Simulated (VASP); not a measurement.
# K: single point with PBE

The system is K.

```
K
1.0
     4.82145    0.00000    0.00000
    -2.41072    4.17550    0.00000
     0.00000    0.00000    7.69216
K
2
Direct
  0.33333 0.66667 0.25000
  0.66667 0.33333 0.75000
```

This cell differs from its parent crystal: strained.

- Program: VASP 6.6.1
- Task: single point
- Functional: PBE
- Potentials or basis: VASP PAW PBE potentials, release 64 (K_sv)
- Cutoff: 520 eV
- k mesh: 9 × 9 × 6
- Occupations: gaussian, width 0.1 eV
- Spin: no spin polarisation
- Dipole correction: no
- Further INCAR settings: ALGO = Normal; EDIFF = 1e-06; NBANDS = 16

The pressure is -0.2 GPa and the band gap on the k mesh is zero (band 9 reaches 0.95 eV, above the bottom of band 10 at -1.61 eV).

Stress tensor (GPa, compression positive):
```
-0.22  0.00  0.00
 0.00 -0.22  0.00
 0.00  0.00 -0.03
```

Levels at points of the mesh, in eV from the Fermi level:
```csv
k point,band 7,band 8,band 9,band 10,band 11,band 12
"(0.00, 0.00, 0.00)",-15.63,-15.63,-2.11,0.37,0.58,3.97
"(0.00, 0.00, 0.50)",-15.64,-15.64,-1.40,-1.40,2.79,2.79
```

Run time: 88 s on 1 thread of Intel(R) Xeon(R) Platinum 8259CL CPU @ 2.50GHz (Skylake/Cascade Lake), with other jobs on the host, peak memory 0.29 GiB.

Caveat: the cell differs from its parent crystal (strained).
